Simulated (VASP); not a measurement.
Set up this calculation in VASP 6.6.1, as the native input.

| Item | Value |
| --- | --- |
| Task | single point |
| Functional | PBE |
| Potentials or basis | VASP PAW PBE potentials, release 64 (Gd, N, F) |
| Cutoff | 600 eV |
| k mesh | 4 × 4 × 2 |
| Occupations | gaussian, width 0.15 eV |
| Spin | collinear spin, ferromagnetic start |
| Starting moments | [7.0, 7.0, 0.0, 0.0, 0.0, 0.0] μB |
| Dipole correction | no |
| Further INCAR settings | ALGO = Normal; EDIFF = 1e-06; NBANDS = 44 |

The structure of Gd2NF3 lies in POSCAR:

```
Gd2NF3
1.0
    3.8750427929     -0.0000000029      0.0000000000
   -1.9375213939      3.3558855008      0.0000000000
    0.0000000000      0.0000000000      5.9492146680
Gd N F
2 1 3
Direct
    0.3333333333      0.6666666667      0.7384251514
    0.3333333333      0.6666666667      0.2615748486
    0.6666666667      0.3333333333      0.5000000000
    0.6666666667      0.3333333333      0.0000000000
    0.0000000000      0.0000000000      0.5000000000
    0.0000000000      0.0000000000      0.0000000000
```

The cell was built from a structure type or drawn by symmetry, and may not be a known phase.

One way to write it, as run:

INCAR

```
PREC = Accurate ; ENCUT = 600
EDIFF = 1E-6 ; ISMEAR = 0
SIGMA = 0.15 ; LREAL = F
LASPH = T ; NELM = 200
ALGO = Normal ; ISIF = 2
LWAVE = F ; LCHARG = F
ISPIN = 2 ; MAGMOM = 7 7 0 0 0 0
LORBIT = 11 ; LMAXMIX = 6
GGA = PE ; NBANDS = 44
GGA_COMPAT = F
```

KPOINTS

```
regular mesh
0
Gamma
  4 4 2
```

Potentials or basis: VASP PAW PBE potentials, release 64 (Gd, N, F).

Launch:

```sh
$ cat potpaw_PBE.64/Gd/POTCAR potpaw_PBE.64/N/POTCAR potpaw_PBE.64/F/POTCAR > POTCAR
$ mpirun -np 1 vasp_std > vasp.out
```

Results of the run:

* Pressure: -0.2 GPa
* Largest force: 0.003 eV/Å
* Net moment: 14.17 μB per cell
* Site moments: Gd +6.85; N -0.11; F +0.00, -0.03, +0.01 μB
* Valence electrons inside the program's atomic spheres: Gd 15.16; N 3.54; F 6.09, 6.07 (each value once)

Caveat: the k points lie up to 0.53 Å⁻¹ apart.

Wall time 7.1 min on 1 thread of Intel(R) Xeon(R) Platinum 8488C (Sapphire Rapids), with other jobs on the host, peak memory 0.3 GiB.
